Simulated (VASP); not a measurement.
Rb:

```
Rb
1.0
     0.00000    3.51833    3.51833
     3.51833    0.00000    3.51833
     3.51833    3.51833    0.00000
Rb
1
Direct
  0.00000 0.00000 0.00000
```

```yaml
Program: VASP 6.6.1
Task: relaxation of cell and atoms
Functional: BLYP
Potentials_or_basis: VASP PAW PBE potentials, release 64 (Rb_sv)
Cutoff: 600 eV
k_mesh: 8 × 8 × 8
Occupations: fermi-dirac, width 0.1 eV
Spin: no spin polarisation
```

At the start: pressure 0.3 GPa; volume 87.10 Å³/atom.

Question: How do energy, volume and symmetry change on relaxing?

Answer: Over 5 steps the energy falls by 7.4 meV/atom and the volume is 96.39 Å³/atom (+10.7 %); space group Fm-3m (No. 225, to 0.05 Å).

Step by step:
```tsv
step	energy change (eV)	largest force (eV/Å)	pressure (GPa)	volume (Å³)
1	0.0000	0.0000	0.28	87.10
2	-0.0029	0.0000	0.21	89.01
3	-0.0066	0.0000	0.08	93.13
4	-0.0054	0.0000	-0.11	101.73
5	-0.0074	0.0000	-0.01	96.39
```

Final structure:
```xyz
1
Lattice="0.0000 3.6392 3.6392 3.6392 0.0000 3.6392 3.6392 3.6392 0.0000" Properties=species:S:1:pos:R:3 pbc="T T T"
Rb    0.0000    0.0000    0.0000
```

Caveat: the PAW data sets were made with another functional, which shifts forces and pressure a little.
